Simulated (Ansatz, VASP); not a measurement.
## InP3 in VASP and in Ansatz

INCAR

```
SYSTEM = InP3
  PREC = Accurate
  ENCUT = 520
  EDIFF = 1E-7
  ISMEAR = 0
  SIGMA = 0.15
  LREAL = .FALSE.
  LASPH = .TRUE.
  NELM = 60
  ALGO = Normal
  ISIF = 2
  LWAVE = .FALSE.
  LCHARG = .FALSE.
  GGA = PS
  NBANDS = 38
```

The input KPOINTS:

```
regular mesh
0
G
  6 6 6
  0 0 0
```

The input POSCAR:

```
InP3
1.0
    3.5663873086      2.0590546726      3.2793762812
   -3.5663873086      2.0590546726      3.2793762812
    0.0000000000     -4.1181093453      3.2793762812
In P
2 6
Direct
    0.2732789115      0.2732789115      0.2732789115
    0.7267210885      0.7267210885      0.7267210885
    0.7947108827      0.2411926280      0.7947108827
    0.7947108827      0.7947108827      0.2411926280
    0.2411926280      0.7947108827      0.7947108827
    0.2052891173      0.7588073720      0.2052891173
    0.7588073720      0.2052891173      0.2052891173
    0.2052891173      0.2052891173      0.7588073720
```

Input for Ansatz:

```yaml
crystal:
  lattice:
    - [3.5663873086, 2.0590546726, 3.2793762812]
    - [-3.5663873086, 2.0590546726, 3.2793762812]
    - [0.0, -4.1181093453, 3.2793762812]
  atoms:
    - { symbol: In, position: [0.2732789115, 0.2732789115, 0.2732789115] }
    - { symbol: In, position: [0.7267210885, 0.7267210885, 0.7267210885] }
    - { symbol: P, position: [0.7947108827, 0.241192628, 0.7947108827] }
    - { symbol: P, position: [0.7947108827, 0.7947108827, 0.241192628] }
    - { symbol: P, position: [0.241192628, 0.7947108827, 0.7947108827] }
    - { symbol: P, position: [0.2052891173, 0.758807372, 0.2052891173] }
    - { symbol: P, position: [0.758807372, 0.2052891173, 0.2052891173] }
    - { symbol: P, position: [0.2052891173, 0.2052891173, 0.758807372] }
basis:
  ecutwfc: 420
kpoints:
  mp_grid: { grid: [6, 6, 6] }
hamiltonian:
  xc: pbesol
scf:
  occupations: { method: gaussian, width: 0.15 }
output:
  forces: true
  stress: true
  eigenvalues: true
```

Change from the starting cell: strain -0.040 along x and y, +0.000 along z, atoms carried along.

Alike in both runs: task single point; functional PBEsol; k mesh 6 × 6 × 6; occupations gaussian, width 0.15 eV; no spin polarisation.

|  | VASP | Ansatz |
| --- | --- | --- |
| version | VASP 6.6.1 | Ansatz 0.2.0 |
| potentials or method | VASP PAW PBE potentials, release 64 (In_d, P), cutoff 520 eV | scalar-relativistic, plane waves, PAW |
| valence electrons in the cell | 56 | 56 |

|  | VASP | Ansatz | Ansatz less VASP |
| --- | --- | --- | --- |
| gap on the k mesh at the Fermi level (eV) | none | none | - |
| pressure (GPa) | 9.3 | 9.3 | +0.03 |
| traceless stress, the component that is largest in VASP (GPa) | -4.39 | -4.43 | -0.035 |
| rms of the force components (eV/Å) | 0.369 | 0.384 | +0.0153 |

VASP's potentials were made for PBE, not for PBEsol. Atom by atom the forces differ by 0.016 eV/Å (rms over components). A gap of «none» marks a metal or a gap that the smearing closes. With one functional, cell and mesh, what is left measures potentials, basis and numerics.
